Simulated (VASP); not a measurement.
Set up this calculation in VASP 6.6.1, as the native input.

```
Task                   : single point
Functional             : PBE
Potentials or basis    : VASP PAW PBE potentials, release 64 (Sb, Zn, Ni)
Cutoff                 : 520 eV
k mesh                 : 7 × 7 × 4
Occupations            : fermi-dirac, width 0.05 eV
Spin                   : collinear spin, ferromagnetic start
Starting moments       : [0.0, 0.0, 0.0, 1.0, 1.0, 1.0] μB
Dipole correction      : no
Further INCAR settings : ALGO = Normal; EDIFF = 1e-07; NBANDS = 39
```

The structure of ZnNi3Sb2 lies in POSCAR:

```
ZnNi3Sb2
1.0
    4.1488584982      0.0000000000      0.0000000000
   -2.0744292491      3.5930168562      0.0000000000
    0.0000000000      0.0000000000      6.3554400000
Sb Zn Ni
2 1 3
Direct
    0.6666666667      0.3333333333      0.6979030000
    0.3333333333      0.6666666667      0.3020970000
    0.0000000000      0.0000000000      0.0000000000
    0.6666666667      0.3333333333      0.1083040000
    0.3333333333      0.6666666667      0.8916960000
    0.0000000000      0.0000000000      0.5000000000
```

These files were run (other wordings do the same):

INCAR

```
SYSTEM = ZnNi3Sb2
  PREC = Accurate
  ENCUT = 520
  EDIFF = 1E-7
  ISMEAR = -1
  SIGMA = 0.05
  LREAL = .FALSE.
  LASPH = .TRUE.
  NELM = 150
  ALGO = Normal
  ISIF = 2
  LWAVE = .FALSE.
  LCHARG = .FALSE.
  ISPIN = 2
  MAGMOM = 0 0 0 1 1 1
  LORBIT = 11
  LMAXMIX = 4
  GGA = PE
  NBANDS = 39
```

KPOINTS

```
Automatic mesh
0
G
  7 7 4
  0 0 0
```

Potentials or basis: VASP PAW PBE potentials, release 64 (Sb, Zn, Ni).

Command:

```console
$ cat potpaw_PBE.64/Sb/POTCAR potpaw_PBE.64/Zn/POTCAR potpaw_PBE.64/Ni/POTCAR > POTCAR
$ mpirun -np 1 vasp_std > vasp.out
```

Results of the run:

```json
{"Pressure": "0.9 GPa", "Largest force": "0.018 eV/Å", "Band gap on the k mesh": "zero (filled and empty bands overlap)", "Net moment": "0.00 μB per cell", "Valence electrons inside the program's atomic spheres": "Sb 2.41; Zn 10.85; Ni 9.31, 9.19 (each value once)"}
```

Caveat: the moments typed at the start vanished in this run; spin-orbit coupling is left out, which moves the levels of the heavy elements.

It took 4.7 min on 1 thread of Intel(R) Xeon(R) Platinum 8488C (Sapphire Rapids) (shared host), peak memory 0.35 GiB.
